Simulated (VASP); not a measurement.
Runs of VASP 6.6.1 on NaCl. The structure is that of space group Pm-3m (No. 221), or close to it. The cells are those of the table. 

```csv
task,cell,k mesh for the DOS,occupations for the DOS,gap on the mesh (eV),pressure (GPa)
single point,"a = 3.392 Å, 2 atoms",-,-,4.16,1.6
single point,"a = 3.401 Å, 2 atoms",-,-,(a),1.3
single point,"a = 3.029 Å, 2 atoms",-,-,4.79,27.9
single point,"a = 3.470 Å, 2 atoms",-,-,3.92,-0.6
single point,"a = 2.870 Å, 2 atoms",-,-,4.24,(b)
single point,"a = 3.448 Å, angles 90.0, 90.6, 90.0°, 2 atoms",-,-,3.99,0.0
single point,"a = 3.145 Å, 2 atoms",-,-,5.07,15.1
single point,"a = 2.980 Å, 2 atoms",-,-,4.65,35.1
single point,"a = 3.493 Å, 2 atoms",-,-,3.86,-1.0
single point,"a = 3.448 Å, 2 atoms",-,-,3.99,0.1
```

Alike in all rows: level PBEsol; potentials or basis VASP PAW PBE potentials, release 64 (Na_pv, Cl); no spin polarisation; k mesh 10 × 10 × 10; cutoff (eV) 520; smearing gaussian 0.05 eV.

Task: Fill in the values left out.

Result: (a) 4.13; (b) 57.7.

Caveats: the PAW data sets were made with another functional, which shifts forces and pressure a little.

A k mesh can miss the band edges.
